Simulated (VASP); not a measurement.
# GeSb2Te4 (I-4m2) in VASP: further runs, part 2 of 2

VASP 6.6.1. The steps go on from the part before.

### 3 Single point, PBE (30.48 Å³/atom)

This run uses another cell than the first one, of 30.48 Å³/atom.

File INCAR:

```
SYSTEM = GeSb2Te4
PREC     = Accurate       ! precision mode
ENCUT    = 520            ! plane-wave cutoff, eV
EDIFF    = 1E-6           ! SCF threshold, eV
ISMEAR   = 0              ! smearing method
SIGMA    = 0.1            ! smearing width, eV
LREAL    = .False.        ! projectors in reciprocal space
LASPH    = .True.         ! aspherical terms in the spheres
NELM     = 100            ! most SCF steps
ALGO     = Normal         ! electronic algorithm
ISIF     = 2              ! what is computed and relaxed
LWAVE    = .False.        ! write WAVECAR
LCHARG   = .True.         ! write CHGCAR
GGA      = PE             ! functional
LELF     = .True.         ! ELF
LVHAR    = .True.       
NBANDS   = 33             ! bands
```

File KPOINTS:

```
regular mesh
0
Gamma
  8 8 8
  0 0 0
```

File POSCAR:

```
GeSb2Te4
1.0
   -3.0034022875      3.0034022875      5.9125231529
    3.0034022875     -3.0034022875      5.9125231529
    3.0034022875      3.0034022875     -5.9125231529
Ge Sb Te
1 2 4
Direct
    0.0000000000      0.0000000000      0.0000000000
    0.5000000000      0.5000000000      0.0000000000
    0.2500000000      0.7500000000      0.5000000000
    0.5097347672      0.0097347672      0.5000000000
    0.2450307315      0.2450307315      0.0000000000
    0.9902652328      0.4902652328      0.5000000000
    0.7549692685      0.7549692685      0.0000000000
```

Potentials or basis: VASP PAW PBE potentials, release 64 (Ge_d, Sb, Te).

On the command line:

```
$ cat potpaw_PBE.64/Ge_d/POTCAR potpaw_PBE.64/Sb/POTCAR potpaw_PBE.64/Te/POTCAR > POTCAR
$ mpirun -np 1 vasp_std > vasp.out
```

Wall time 5.1 min (1 thread of Intel Xeon 6975P-C (Granite Rapids), shared host); peak memory 0.65 GiB.

The run converged. Its results:

```
Free energy            : -25.3245 eV
Pressure               : 2.8 GPa
Largest force          : 0.006 eV/Å
Band gap on the k mesh : zero (bands 24 and 25 overlap by 0.18 eV)
```

Forces in eV/Å, atoms in the order of the input:
```
Ge   0.000  0.000  0.000
Sb   0.000  0.000  0.000
Sb   0.000  0.000  0.000
Te   0.000  0.000 -0.005
Te   0.000  0.000  0.006
Te   0.000  0.000  0.005
Te   0.000  0.000 -0.006
```

Levels at points of the mesh, in eV from the Fermi level:
```tsv
k point	band 21	band 22	band 23	band 24	band 25	band 26	band 27	band 28
(0.00, 0.00, 0.00)	-0.95	-0.48	-0.48	-0.11	0.68	2.13	2.70	3.77
(0.50, 0.00, 0.00)	-1.20	-0.83	-0.72	-0.44	0.20	1.04	1.48	2.02
(0.50, 0.50, 0.00)	-0.79	-0.69	-0.58	-0.08	-0.01	0.05	0.26	0.28
(0.50, 0.50, 0.50)	-2.33	-0.96	-0.78	-0.78	1.53	2.75	2.75	3.24
```

Caveat: spin-orbit coupling is left out, which moves the levels of the heavy elements.

### 4 Single point, PBE (31.45 Å³/atom)

This run uses another cell than the first one, of 31.45 Å³/atom.

File INCAR:

```
SYSTEM = GeSb2Te4
PREC     = Accurate       ! precision mode
ENCUT    = 520            ! plane-wave cutoff, eV
EDIFF    = 1E-7           ! SCF threshold, eV
ISMEAR   = 0              ! smearing method
SIGMA    = 0.1            ! smearing width, eV
LREAL    = .False.        ! projectors in reciprocal space
LASPH    = .True.         ! aspherical terms in the spheres
NELM     = 60             ! most SCF steps
ALGO     = Normal         ! electronic algorithm
ISIF     = 2              ! what is computed and relaxed
LWAVE    = .False.        ! write WAVECAR
LCHARG   = .False.        ! write CHGCAR
GGA      = PE             ! functional
NBANDS   = 33             ! bands
```

File KPOINTS:

```
Automatic mesh
0
Gamma
  8 8 8
  0 0 0
```

File POSCAR:

```
GeSb2Te4
1.0
   -3.0312782063      3.0312782063      5.9895218728
    3.0312782063     -3.0312782063      5.9895218728
    3.0312782063      3.0312782063     -5.9895218728
Ge Sb Te
1 2 4
Direct
    0.0000000000      0.0000000000      0.0000000000
    0.5000000000      0.5000000000      0.0000000000
    0.2500000000      0.7500000000      0.5000000000
    0.5065705160      0.0065705160      0.5000000000
    0.2455266535      0.2455266535      0.0000000000
    0.9934294840      0.4934294840      0.5000000000
    0.7544733465      0.7544733465      0.0000000000
```

On the command line:

```
$ cat potpaw_PBE.64/Ge_d/POTCAR potpaw_PBE.64/Sb/POTCAR potpaw_PBE.64/Te/POTCAR > POTCAR
$ mpirun -np 1 vasp_std > vasp.out
```

Run time: 5.3 min. Hardware: 1 thread of Intel Xeon 6975P-C (Granite Rapids), shared host; peak memory 0.69 GiB.

It converged, with:

| Property | Result |
| --- | --- |
| Free energy | -25.4110 eV |
| Pressure | 1.3 GPa |
| Largest force | 0.006 eV/Å |
| Band gap on the k mesh | zero (bands 24 and 25 overlap by 0.15 eV) |

Forces on the atoms (eV/Å):
```
Ge   0.000  0.000  0.000
Sb   0.000  0.000  0.000
Sb   0.000  0.000  0.000
Te   0.000  0.000 -0.006
Te   0.000  0.000  0.006
Te   0.000  0.000  0.006
Te   0.000  0.000 -0.006
```

Levels at points of the mesh, in eV from the Fermi level:
```tsv
k point	band 20	band 21	band 22	band 23	band 24	band 25	band 26	band 27	band 28	band 29
(0.00, 0.00, 0.00)	-1.58	-0.90	-0.45	-0.45	-0.14	0.65	2.14	2.83	3.71	3.71
(0.50, 0.00, 0.00)	-1.69	-1.10	-0.81	-0.70	-0.44	0.20	1.02	1.46	1.98	3.12
(0.50, 0.50, 0.00)	-1.09	-0.74	-0.68	-0.53	-0.04	0.00	0.07	0.18	0.27	0.59
(0.50, 0.50, 0.50)	-2.91	-2.25	-0.88	-0.70	-0.70	1.56	2.89	2.89	3.32	3.34
```

Caveat: spin-orbit coupling is left out, which moves the levels of the heavy elements.

### 5 Single point, PBE

This run uses another cell than the first one, of 32.42 Å³/atom.

File INCAR:

```
ALGO = Normal
EDIFF = 1E-6
ENCUT = 520
GGA = PE
ISIF = 2
ISMEAR = 0
LASPH = True
LCHARG = True
LELF = True
LREAL = False
LVHAR = True
LWAVE = False
NBANDS = 33
NELM = 80
PREC = Accurate
SIGMA = 0.1
```

File KPOINTS:

```
k-points
0
Gamma
  8 8 8
```

File POSCAR:

```
GeSb2Te4
1.0
   -3.0583613243      3.0583613243      6.0658885736
    3.0583613243     -3.0583613243      6.0658885736
    3.0583613243      3.0583613243     -6.0658885736
Ge Sb Te
1 2 4
Direct
    0.0000000000      0.0000000000      0.0000000000
    0.5000000000      0.5000000000      0.0000000000
    0.2500000000      0.7500000000      0.5000000000
    0.5034776084      0.0034776084      0.5000000000
    0.2461633354      0.2461633354      0.0000000000
    0.9965223916      0.4965223916      0.5000000000
    0.7538366646      0.7538366646      0.0000000000
```

On the command line:

```
$ cat potpaw_PBE.64/Ge_d/POTCAR potpaw_PBE.64/Sb/POTCAR potpaw_PBE.64/Te/POTCAR > POTCAR
$ mpirun -np 1 vasp_std > vasp.out
```

It took 5.3 min on 1 thread of Intel Xeon 6975P-C (Granite Rapids), shared host; peak memory 0.7 GiB.

The run converged. Its results:

- Free energy: -25.4372 eV
- Pressure: 0.0 GPa
- Band gap on the k mesh: zero (bands 24 and 25 overlap by 0.15 eV)

Forces in eV/Å, atoms in the order of the input:
```
Ge   0.000  0.000  0.000
Sb   0.000  0.000  0.000
Sb   0.000  0.000  0.000
Te   0.000  0.000 -0.002
Te   0.000  0.000  0.001
Te   0.000  0.000  0.002
Te   0.000  0.000 -0.001
```

Levels at points of the mesh, in eV from the Fermi level:
| k point | band 21 | band 22 | band 23 | band 24 | band 25 | band 26 | band 27 | band 28 |
| --- | --- | --- | --- | --- | --- | --- | --- | --- |
| (0.00, 0.00, 0.00) | -0.86 | -0.41 | -0.41 | -0.18 | 0.62 | 2.14 | 2.94 | 3.63 |
| (0.50, 0.00, 0.00) | -1.02 | -0.80 | -0.69 | -0.43 | 0.19 | 1.00 | 1.45 | 1.94 |
| (0.50, 0.50, 0.00) | -0.73 | -0.64 | -0.48 | -0.01 | 0.01 | 0.09 | 0.10 | 0.27 |
| (0.50, 0.50, 0.50) | -2.17 | -0.82 | -0.63 | -0.63 | 1.58 | 3.01 | 3.01 | 3.26 |

Caveat: spin-orbit coupling is left out, which moves the levels of the heavy elements.

### 6 Single point, PBE

This run uses another cell than the first one, of 32.42 Å³/atom.

File INCAR:

```
SYSTEM = GeSb2Te4
PREC     = Accurate       ! precision mode
ENCUT    = 520            ! plane-wave cutoff, eV
EDIFF    = 1E-6           ! SCF threshold, eV
ISMEAR   = 0              ! smearing method
SIGMA    = 0.15           ! smearing width, eV
LREAL    = .False.        ! projectors in reciprocal space
LASPH    = .True.         ! aspherical terms in the spheres
NELM     = 80             ! most SCF steps
ALGO     = Normal         ! electronic algorithm
ISIF     = 2              ! what is computed and relaxed
LWAVE    = .False.        ! write WAVECAR
LCHARG   = .True.         ! write CHGCAR
GGA      = PE             ! functional
LELF     = .True.         ! ELF
LVHAR    = .True.       
NBANDS   = 33             ! bands
```

File KPOINTS:

```
Automatic mesh
0
Gamma
  10 10 10
  0 0 0
```

POSCAR is that of step 5.

Potentials or basis: VASP PAW PBE potentials, release 64 (Ge_d, Sb, Te).

On the command line:

```
$ cat potpaw_PBE.64/Ge_d/POTCAR potpaw_PBE.64/Sb/POTCAR potpaw_PBE.64/Te/POTCAR > POTCAR
$ mpirun -np 1 vasp_std > vasp.out
```

It took 9.2 min on 1 thread of Intel Xeon 6975P-C (Granite Rapids), shared host; peak memory 0.93 GiB.

Results (log left out):

| Property | Result |
| --- | --- |
| Free energy | -25.4379 eV |
| Pressure | 0.0 GPa |
| Largest force | 0.007 eV/Å |
| Band gap on the k mesh | zero (bands 24 and 25 overlap by 0.16 eV) |

Forces in eV/Å, atoms in the order of the input:
```
Ge   0.000  0.000  0.000
Sb   0.000  0.000  0.000
Sb   0.000  0.000  0.000
Te   0.000  0.000  0.007
Te   0.000  0.000 -0.002
Te   0.000  0.000 -0.007
Te   0.000  0.000  0.002
```

Levels at points of the mesh, in eV from the Fermi level:
```
           k point  band 21  band 22  band 23  band 24  band 25  band 26  band 27  band 28
(0.00, 0.00, 0.00)    -0.86    -0.42    -0.42    -0.19     0.61     2.13     2.93     3.63
(0.50, 0.00, 0.00)    -1.03    -0.80    -0.70    -0.44     0.19     0.99     1.44     1.93
(0.50, 0.50, 0.00)    -0.74    -0.65    -0.49    -0.01     0.00     0.08     0.09     0.27
(0.50, 0.50, 0.50)    -2.18    -0.83    -0.64    -0.64     1.57     3.00     3.00     3.25
```

Caveat: spin-orbit coupling is left out, which moves the levels of the heavy elements.

### 7 Overview

```csv
cell,k mesh,smearing,gap on the mesh (eV),pressure (GPa),largest force (eV/Å)
"a = 7.194 Å, angles 131.2, 131.2, 71.6°, 7 atoms, atomic positions A",8 × 8 × 8,gaussian 0.1 eV,none,4.6,-
"a = 7.280 Å, angles 131.3, 131.3, 71.4°, 7 atoms, atomic positions B",8 × 8 × 8,gaussian 0.1 eV,none,2.8,0.01
"a = 7.366 Å, angles 131.4, 131.4, 71.2°, 7 atoms, atomic positions C",8 × 8 × 8,gaussian 0.1 eV,none,1.3,0.01
"a = 7.450 Å, angles 131.5, 131.5, 71.0°, 7 atoms, atomic positions D",8 × 8 × 8,gaussian 0.1 eV,none,0.0,-
"a = 7.450 Å, angles 131.5, 131.5, 71.0°, 7 atoms, atomic positions D",10 × 10 × 10,gaussian 0.15 eV,none,0.0,0.01
```

Alike in all rows: task single point; level PBE; potentials or basis VASP PAW PBE potentials, release 64 (Ge_d, Sb, Te); no spin polarisation; cutoff (eV) 520.

Caveats: spin-orbit coupling is left out, which moves the levels of the heavy elements; the cell stands under pressure (at least some runs).

Total energies depend on the potentials used, so only differences within one code and one set of settings carry meaning.
